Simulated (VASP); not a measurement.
# Si5C3 (P-4m2) in VASP: further runs

Runs on Si5C3. Level: PBE. Tasks: single point, relaxation of cell and atoms.

Everything below comes from runs of VASP 6.6.1. Logs are shortened: lines on timing, memory, paths and dates and some standing lists are left out, and cuts for length are marked.

## 1. The cell of the first run

The structure is tetragonal, space group P-4m2 (No. 115). The conventional cell has a = 3.148 Å, b = 3.148 Å, c = 9.889 Å, α = 90.00°, β = 90.00°, γ = 90.00°. Si (site symmetry 2mm) has 4 C at 1.91 Å within 2.5 Å. Within 2.5 Å of Si (site symmetry 2mm) lie 2 C at 1.88 Å and 2 Si at 2.35 Å. Si (site symmetry -4m2) has 4 Si at 2.35 Å within 3.1 Å. Within 2.5 Å of C (site symmetry 2mm) lie 4 Si at 1.88 to 1.91 Å. C (site symmetry -4m2) has 4 Si at 1.91 Å within 2.5 Å.

## 2. Single point, PBE

INCAR

```
SYSTEM = Si5C3
PREC = Accurate ; ENCUT = 520
EDIFF = 1E-6 ; ISMEAR = 0
SIGMA = 0.2 ; LREAL = .FALSE.
LASPH = .TRUE. ; NELM = 80
ALGO = Normal ; ISIF = 2
LWAVE = .FALSE. ; LCHARG = .FALSE.
GGA = PE ; NBANDS = 26
```

KPOINTS

```
Automatic mesh
0
G
  5 5 2
  0 0 0
```

POSCAR

```
Si5C3
1.0
    3.1480453844      0.0000000000      0.0000000000
    0.0000000000      3.1480453844      0.0000000000
    0.0000000000      0.0000000000      9.8891253612
Si C
5 3
Direct
    0.5000000000      0.0000000000      0.3908863390
    0.0000000000      0.5000000000      0.1760213622
    0.5000000000      0.0000000000      0.8239786378
    0.0000000000      0.5000000000      0.6091136610
    0.0000000000      0.0000000000      0.0000000000
    0.5000000000      0.5000000000      0.2806263976
    0.5000000000      0.5000000000      0.7193736024
    0.0000000000      0.0000000000      0.5000000000
```

Potentials or basis: VASP PAW PBE potentials, release 64 (Si, C).

Run with:

```sh
$ cat potpaw_PBE.64/Si/POTCAR potpaw_PBE.64/C/POTCAR > POTCAR
$ mpirun -np 1 vasp_std > vasp.out
```

OUTCAR:

```text
SYSTEM = Si5C3
   PREC = Accurate
   ENCUT = 520
   EDIFF = 1E-6
   ISMEAR = 0
   LREAL = .FALSE.
   LASPH = .TRUE.
   NELM = 80
   ISIF = 2
   GGA = PE

 ion  position               nearest neighbor table
   1  0.500  0.000  0.391-   8 1.91   8 1.91   6 1.91   6 1.91   2 3.08   2 3.08   2 3.08   2 3.08
                             4 3.10   4 3.10   4 3.10   4 3.10
   2  0.000  0.500  0.176-   6 1.88   6 1.88   5 2.35   5 2.35   1 3.08   1 3.08   1 3.08   1 3.08

   3  0.500  0.000  0.824-   7 1.88   7 1.88   5 2.35   5 2.35   4 3.08   4 3.08   4 3.08   4 3.08

   4  0.000  0.500  0.609-   8 1.91   8 1.91   7 1.91   7 1.91   3 3.08   3 3.08   3 3.08   3 3.08
                             1 3.10   1 3.10   1 3.10   1 3.10
   5  0.000  0.000  0.000-   2 2.35   3 2.35   2 2.35   3 2.35
   6  0.500  0.500  0.281-   2 1.88   2 1.88   1 1.91   1 1.91
   7  0.500  0.500  0.719-   3 1.88   3 1.88   4 1.91   4 1.91
   8  0.000  0.000  0.500-   1 1.91   4 1.91   4 1.91   1 1.91

  LATTYP: Found a simple tetragonal cell.
 ALAT       =     3.1480453844
 C/A-ratio  =     3.1413541273

  Lattice vectors:

 A1 = (   3.1480453844,   0.0000000000,   0.0000000000)
 A2 = (   0.0000000000,   3.1480453844,   0.0000000000)
 A3 = (   0.0000000000,   0.0000000000,   9.8891253612)

Analysis of symmetry for initial positions (statically):
=====================================================================
 Subroutine PRICEL returns:
 Original cell was already a primitive cell.

 Routine SETGRP: Setting up the symmetry group for a
 simple tetragonal supercell.

 Subroutine GETGRP returns: Found  8 space group operations
 (whereof  8 operations were pure point group operations)
 out of a pool of 16 trial point group operations.

The static configuration has the point symmetry D_2d.

Analysis of symmetry for dynamics (positions and initial velocities):
=====================================================================
 Subroutine PRICEL returns:
 Original cell was already a primitive cell.

 Routine SETGRP: Setting up the symmetry group for a
 simple tetragonal supercell.

 Subroutine GETGRP returns: Found  8 space group operations
 (whereof  8 operations were pure point group operations)
 out of a pool of 16 trial point group operations.

The dynamic configuration has the point symmetry D_2d.

 Subroutine INISYM returns: Found  8 space group operations
 (whereof  8 operations are pure point group operations),
 and found     1 'primitive' translations

----------------------------------------------------------------------------------------

                                     Primitive cell

  volume of cell :      98.0031

  direct lattice vectors                    reciprocal lattice vectors
     3.148045384  0.000000000  0.000000000     0.317657428  0.000000000  0.000000000
     0.000000000  3.148045384  0.000000000     0.000000000  0.317657428  0.000000000
     0.000000000  0.000000000  9.889125361     0.000000000  0.000000000  0.101121177

  length of vectors
     3.148045384  3.148045384  9.889125361     0.317657428  0.317657428  0.101121177

  position of ions in fractional coordinates (direct lattice)
     0.500000000  0.000000000  0.390886339
     0.000000000  0.500000000  0.176021362
     0.500000000  0.000000000  0.823978638
     0.000000000  0.500000000  0.609113661
     0.000000000  0.000000000  0.000000000
     0.500000000  0.500000000  0.280626398
     0.500000000  0.500000000  0.719373602
     0.000000000  0.000000000  0.500000000

  ion indices of the primitive-cell ions
   primitive index   ion index
                 1           1
                 2           2
                 3           3
                 4           4
                 5           5
                 6           6
                 7           7
                 8           8

----------------------------------------------------------------------------------------

 KPOINTS: Automatic mesh

Automatic generation of k-mesh.
 Grid dimensions read from file:
 generate k-points for:    5    5    2

 Generating k-lattice:

  Cartesian coordinates                     Fractional coordinates (reciprocal lattice)
     0.063531486  0.000000000  0.000000000     0.200000000  0.000000000  0.000000000
     0.000000000  0.063531486  0.000000000     0.000000000  0.200000000  0.000000000
     0.000000000  0.000000000  0.050560589     0.000000000  0.000000000  0.500000000

  Length of vectors
     0.063531486  0.063531486  0.050560589

  Shift w.r.t. Gamma in fractional coordinates (k-lattice)
     0.000000000  0.000000000  0.000000000

 Subroutine IBZKPT returns following result:
 ===========================================

 Found     12 irreducible k-points:

 Following reciprocal coordinates:
            Coordinates               Weight
  0.000000  0.000000  0.000000      1.000000
  0.200000  0.000000  0.000000      4.000000
  0.400000  0.000000  0.000000      4.000000
  0.200000  0.200000  0.000000      4.000000
  0.400000  0.200000  0.000000      8.000000
  0.400000  0.400000  0.000000      4.000000
  0.000000  0.000000  0.500000      1.000000
  0.200000  0.000000  0.500000      4.000000
  0.400000  0.000000  0.500000      4.000000
  0.200000  0.200000  0.500000      4.000000
  0.400000  0.200000  0.500000      8.000000
  0.400000  0.400000  0.500000      4.000000
   k-points           NKPTS =     12   k-points in BZ     NKDIM =     12   number of bands    NBANDS=     26
   number of dos      NEDOS =    301   number of ions     NIONS =      8
   total plane-waves  NPLWV =  46080
   dimension x,y,z NGX =    24 NGY =   24 NGZ =   80
   dimension x,y,z NGXF=    48 NGYF=   48 NGZF=  160
   ions per type =               5   3
   NGX,Y,Z   is equivalent  to a cutoff of  12.67, 12.67, 13.45 a.u.
   NGXF,Y,Z  is equivalent  to a cutoff of  25.35, 25.35, 26.90 a.u.
 SYSTEM =  Si5C3
   PREC   = accura    normal or accurate (medium, high low for compatibility)
   ISTART =      0    job   : 0-new  1-cont  2-samecut
   ICHARG =      2    charge: 1-file 2-atom 10-const
   ISPIN  =      1    spin polarized calculation?
   LNONCOLLINEAR =      F non collinear calculations
   LSORBIT =      F    spin-orbit coupling
   LASPH  =      T    aspherical Exc in radial PAW
   ENCUT  =  520.0 eV  38.22 Ry    6.18 a.u.   5.85  5.85 18.39*2*pi/ulx,y,z
   NELM   =     80;   NELMIN=  2; NELMDL= -5     # of ELM steps
   EDIFF  = 0.1E-05   stopping-criterion for ELM
   LREAL  =      F    real-space projection
   EDIFFG = 0.1E-04   stopping-criterion for IOM
   NSW    =      0    number of steps for IOM
   IBRION =     -1    ionic relax: 0-MD 1-quasi-New 2-CG
   NFREE  =      0    steps in history (QN), initial steepest desc. (CG)
   ISIF   =      2    stress and relaxation
   ISYM   =      2    0-nonsym 1-usesym 2-fastsym
   POTIM  = 0.5000    time-step for ionic-motion
   TEBEG  =    0.0;   TEEND  =   0.0 temperature during run
   PSTRESS=    0.0 pullay stress
   NELECT =      32.0000    total number of electrons
   NUPDOWN=      -1.0000    fix difference up-down
   EMIN   =  10.00;   EMAX   =-10.00  energy-range for DOS
   EFERMI =   0.00;   METHOD = LEGACY
   ISMEAR =     0;   SIGMA  =   0.20  broadening in eV -4-tet -1-fermi 0-gaus
   EFERMI_NEDOS =   21; number of points for ismear=-14 and -15
   IALGO  =     38    algorithm
   IMIX   =      4    mixing-type and parameters
     AMIX     =   0.40;   BMIX     =  1.00
     AMIX_MAG =   1.60;   BMIX_MAG =  1.00
  volume/ion in A,a.u.               =      12.25        82.67
  Fermi-wavevector in a.u.,A,eV,Ry     =   1.127314  2.130314 17.290783  1.270837
  Thomas-Fermi vector in A             =   2.264000
   LORBIT       =      0    0 simple, 1 ext, 2 COOP (PROOUT), +10 PAW based schemes
   GGA     = PE    functional components
   LHFCALC =     F    Hartree Fock is set to
   AEXX    =    0.0000 exact exchange contribution
   IVDW    =     0    specifies the selected vdW correction
   LEPSILON=     F    determine dielectric tensor
   LRPA    =     F    only Hartree local field effects (RPA)
 non-spin polarized calculation
 Gauss-broadening in eV      SIGMA  =   0.20
  energy-cutoff  :      520.00
  volume of cell :       98.00
 maximum number of plane-waves:      2652
 NGX is ok and might be reduce to    24
   NGX = 11   NGY = 11   NGZ = 37

 number of electron      31.9999997 magnetization

 Free energy of the ion-electron system (eV)
  ---------------------------------------------------
  ext. energy  EPLUGINS =         0.00000000
  ---------------------------------------------------
  free energy    TOTEN  =       -54.12373811 eV

  energy without entropy =      -54.09669629  energy(sigma->0) =      -54.11021720

 E-fermi :   9.6042     XC(G=0): -10.9171

 val. band max:        9.3826156394   @ k =   0.4000   0.4000   0.5000
 cond. band min:       9.7267035817   @ k =   0.0000   0.0000   0.5000
 fundamental gap:      0.3440879423
 Fermi energy:         9.6041981933

 k-point     1 :       0.0000    0.0000    0.0000
  band No.  band energies     occupation
      1      -7.4750      2.00000
      2      -6.4051      2.00000
      3      -4.9260      2.00000
      4      -2.1921      2.00000
      5      -0.6951      2.00000
      6       3.4548      2.00000
[... 18 lines left out ...]
     25      13.7616      0.00000
     26      14.7472      0.00000

 k-point     2 :       0.2000    0.0000    0.0000
  band No.  band energies     occupation
      1      -6.9898      2.00000
      2      -5.9649      2.00000
      3      -4.5212      2.00000
      4      -1.9558      2.00000
      5      -0.2982      2.00000
      6       1.9482      2.00000
[... 18 lines left out ...]
     25      14.7533      0.00000
[... 260 lines left out ...]
     25      15.1169      0.00000
     26      15.4282      0.00000

 k-point    12 :       0.4000    0.4000    0.5000
  band No.  band energies     occupation
      1      -3.9397      2.00000
      2      -3.5576      2.00000
      3      -3.0132      2.00000
      4      -0.2019      2.00000
      5       0.0675      2.00000
      6       0.4052      2.00000
[... 18 lines left out ...]
     25      14.9480      0.00000
     26      15.7708      0.00000

------------------------ aborting loop because EDIFF is reached ----------------------------------------

  FORCE on cell =-STRESS in cart. coord.  units (eV):
  Direction    XX          YY          ZZ          XY          YZ          ZX
  --------------------------------------------------------------------------------------
  -------------------------------------------------------------------------------------
  Total       -0.0620928     -0.0620928     -0.0521472      0.0000000     -0.0000000      0.0000000
  in kB       -1.0151074     -1.0151074     -0.8525142      0.0000000     -0.0000000      0.0000000
  external PRESSURE =      -0.9609097 kB  Pullay stress =       0.0000000 kB

 VOLUME and BASIS-vectors are now :
 -----------------------------------------------------------------------------
  energy-cutoff  :      520.00
  volume of cell :       98.00
      direct lattice vectors                 reciprocal lattice vectors
     3.148045384  0.000000000  0.000000000     0.317657428  0.000000000  0.000000000
     0.000000000  3.148045384  0.000000000     0.000000000  0.317657428  0.000000000
     0.000000000  0.000000000  9.889125361     0.000000000  0.000000000  0.101121177

 POSITION                                       TOTAL-FORCE (eV/Angst)
 -----------------------------------------------------------------------------------
      1.57402      0.00000      3.86552         0.000000     -0.000000      0.001858
      0.00000      1.57402      1.74070         0.000000     -0.000000     -0.023765
      1.57402      0.00000      8.14843         0.000000     -0.000000      0.023765
      0.00000      1.57402      6.02360         0.000000     -0.000000     -0.001858
      0.00000      0.00000      0.00000         0.000000     -0.000000      0.000000
      1.57402      1.57402      2.77515        -0.000000      0.000000     -0.005105
      1.57402      1.57402      7.11398         0.000000      0.000000      0.005105
      0.00000      0.00000      4.94456         0.000000     -0.000000      0.000000
 -----------------------------------------------------------------------------------
    total drift:                                0.000000     -0.000000     -0.000000

  FREE ENERGIE OF THE ION-ELECTRON SYSTEM (eV)
  ---------------------------------------------------
  free  energy   TOTEN  =       -54.1237381071 eV

  energy  without entropy=      -54.0966962874  energy(sigma->0) =      -54.11021720
```

Run time: 17 s. Hardware: 1 thread of Intel Xeon Platinum 8559C (Emerald Rapids), shared host; peak memory 0.19 GiB.

Results:

```
Free energy            : -54.1237 eV
Pressure               : -0.1 GPa
Largest force          : 0.024 eV/Å
Band gap on the k mesh : zero (band 16 reaches 10.10 eV, above the bottom of band 17 at 8.71 eV)
```

Forces on the atoms (eV/Å):
```
Si   0.000  0.000  0.002
Si   0.000  0.000 -0.024
Si   0.000  0.000  0.024
Si   0.000  0.000 -0.002
Si   0.000  0.000  0.000
C    0.000  0.000 -0.005
C    0.000  0.000  0.005
C    0.000  0.000  0.000
```

Caveat: the k points lie up to 0.40 Å⁻¹ apart.

## 3. Relaxation of cell and atoms, PBE

This run uses another cell than the first one, of 13.58 Å³/atom, 1.109 times its volume.

INCAR

```
SYSTEM = Si5C3
  PREC = Accurate
  ENCUT = 600
  EDIFF = 1E-7
  ISMEAR = 0
  SIGMA = 0.2
  LREAL = .FALSE.
  LASPH = .TRUE.
  NELM = 60
  ALGO = Normal
  ISIF = 3
  LWAVE = .FALSE.
  LCHARG = .FALSE.
  GGA = PE
  IBRION = 2
  NSW = 36
  EDIFFG = -0.08
```

KPOINTS is that of step 2.

POSCAR

```
Si5C3
1.0
    3.4000000000      0.0000000000      0.0000000000
    0.0000000000      3.4000000000      0.0000000000
    0.0000000000      0.0000000000      9.4000000000
Si C
5 3
Direct
    0.5000000000      0.0000000000      0.3850000000
    0.0000000000      0.5000000000      0.1650000000
    0.5000000000      0.0000000000      0.8350000000
    0.0000000000      0.5000000000      0.6150000000
    0.0000000000      0.0000000000      0.0000000000
    0.5000000000      0.5000000000      0.2750000000
    0.5000000000      0.5000000000      0.7250000000
    0.0000000000      0.0000000000      0.5000000000
```

Potentials or basis: VASP PAW PBE potentials, release 64 (Si, C).

Run with:

```sh
$ cat potpaw_PBE.64/Si/POTCAR potpaw_PBE.64/C/POTCAR > POTCAR
$ mpirun -np 1 vasp_std > vasp.out
```

Run time: 5 min. Hardware: 1 thread of Intel Xeon Platinum 8559C (Emerald Rapids), shared host; peak memory 0.24 GiB.

The run converged. Its results:

- Free energy: -54.1340 eV
- Relaxed volume: 12.22 Å³/atom
- Relaxed cell: a = 3.145 Å, b = 3.145 Å, c = 9.884 Å, α = 90.00°, β = 90.00°, γ = 90.00°
- Space group after relaxing (to 0.05 Å): P-4m2 (No. 115)
- Energy gained by relaxing: 80.2 meV/atom
- Ionic steps: 12
- Pressure after relaxing: 0.2 GPa
- Largest force after relaxing: 0.067 eV/Å
- Band gap on the k mesh: zero (band 16 reaches 10.10 eV, above the bottom of band 17 at 8.74 eV)

Forces on the atoms (eV/Å):
```
Si   0.000  0.000  0.067
Si   0.000  0.000  0.057
Si   0.000  0.000 -0.057
Si   0.000  0.000 -0.067
Si   0.000  0.000  0.000
C    0.000  0.000  0.022
C    0.000  0.000 -0.022
C    0.000  0.000  0.000
```

Stress tensor (GPa, compression positive):
```
0.20 0.00 0.00
0.00 0.20 0.00
0.00 0.00 0.10
```

The path:
| step | energy change (eV) | largest force (eV/Å) | pressure (GPa) | volume (Å³) |
| --- | --- | --- | --- | --- |
| 1 | 0.0000 | 0.5850 | -11.69 | 108.66 |
| 2 | -0.2555 | 1.0139 | 11.40 | 93.78 |
| 3 | -0.4224 | 0.5583 | 1.03 | 99.14 |
| 4 | -0.5112 | 0.2333 | 0.69 | 98.89 |
| 5 | -0.5754 | 0.3345 | -0.06 | 98.50 |
| 6 | -0.5301 | 1.0953 | 0.50 | 97.45 |
| 7 | -0.5978 | 0.4780 | -0.20 | 98.27 |
| 8 | -0.6037 | 0.7544 | -0.03 | 97.88 |
| 9 | -0.6074 | 0.6173 | -0.16 | 98.08 |
| 10 | -0.6106 | 0.7387 | 0.23 | 97.64 |
| 11 | -0.6379 | 0.1340 | -0.05 | 97.85 |
| 12 | -0.6414 | 0.0672 | 0.17 | 97.77 |

Final structure:
```xyz
8
Lattice="3.1451 0.0000 0.0000 0.0000 3.1451 0.0000 0.0000 0.0000 9.8844" Properties=species:S:1:pos:R:3 pbc="T T T"
Si    1.5725    0.0000    3.8584
Si    0.0000    1.5725    1.7324
Si    1.5725    0.0000    8.1521
Si    3.1451    1.5725    6.0260
Si    3.1451    3.1451    0.0000
C     1.5725    1.5725    2.7666
C     1.5725    1.5725    7.1178
C     3.1451    3.1451    4.9422
```

Levels at points of the mesh, in eV from the Fermi level:
```tsv
k point	band 12	band 13	band 14	band 15	band 16	band 17	band 18	band 19
(0.00, 0.00, 0.00)	-3.22	-3.22	-2.50	-0.72	0.30	0.30	0.79	0.89
(0.00, 0.00, 0.50)	-3.62	-3.17	-3.17	-0.51	0.11	0.19	0.19	2.01
```

Caveat: the k points lie up to 0.40 Å⁻¹ apart in the final cell; the relaxation stopped at a loose force limit of 0.08 eV/Å, so its end isn't a converged minimum.
